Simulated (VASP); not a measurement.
SnSe, 2 atoms in the cell. It takes space group Fm-3m (No. 225, cubic). The conventional cell has a = 5.970 Å, b = 5.970 Å, c = 5.970 Å, α = 90.00°, β = 90.00°, γ = 90.00°. Within 3.9 Å of Sn (site symmetry m-3m) lie 6 Se at 2.98 Å. Se (site symmetry m-3m) has 6 Sn at 2.98 Å within 3.9 Å. 

```yaml
Program: VASP 6.6.1
Task: single point
Functional: LDA
Potentials_or_basis: VASP PAW LDA potentials, release 64 (Sn_d, Se)
Cutoff: 500 eV
k_mesh: 6 × 6 × 6
Occupations: gaussian, width 0.01 eV
Spin: no spin polarisation
Dipole_correction: no
Further_INCAR_settings: ALGO = Normal; EDIFF = 1e-06; NBANDS = 17
```

Potentials or basis: VASP PAW LDA potentials, release 64 (Sn_d, Se).

The run is started by

```console
$ cat potpaw_LDA.64/Sn_d/POTCAR potpaw_LDA.64/Se/POTCAR > POTCAR
$ mpirun -np 1 vasp_std > vasp.out
```

Hardware: 1 thread of AMD EPYC 7R43 64-Core Processor (Zen 3), with other jobs on the host.

Q: How long does it take, and how much memory?

A: Run time: 17 s on 1 thread of AMD EPYC 7R43 64-Core Processor (Zen 3) (shared host), peak memory 0.12 GiB. Counts: scf iterations 11, k points 16.
